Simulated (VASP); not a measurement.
HfO2, 3 atoms in the cell. The structure is trigonal, space group R-3m (No. 166). The conventional cell has a = 3.601 Å, b = 3.601 Å, c = 8.140 Å, α = 90.00°, β = 90.00°, γ = 120.00°. Hf (site symmetry -3m) has 8 O at 2.03 to 2.19 Å within 2.7 Å. Within 2.7 Å of O (site symmetry 3m) lie 4 Hf at 2.03 to 2.19 Å and 6 O at 2.48 Å. 

- Program: VASP 6.6.1
- Task: single point
- Functional: PBE
- Potentials or basis: VASP PAW PBE potentials, release 64 (Hf_pv, O)
- Cutoff: 520 eV
- k mesh: 8 × 8 × 8
- Occupations: gaussian, width 0.05 eV
- Spin: no spin polarisation
- Dipole correction: no
- Further INCAR settings: ALGO = Normal; EDIFF = 1e-06; NBANDS = 18

Potentials or basis: VASP PAW PBE potentials, release 64 (Hf_pv, O).

The run is started by

```console
$ cat potpaw_PBE.64/Hf_pv/POTCAR potpaw_PBE.64/O/POTCAR > POTCAR
$ mpirun -np 1 vasp_std > vasp.out
```

Hardware: 1 thread of AMD EPYC 7R13 Processor (Zen 3) (shared host).

How long does it take, and how much memory?

It took 32 s on 1 thread of AMD EPYC 7R13 Processor (Zen 3), with other jobs on the host, peak memory 0.15 GiB. Counts: scf iterations 13, k points 65.
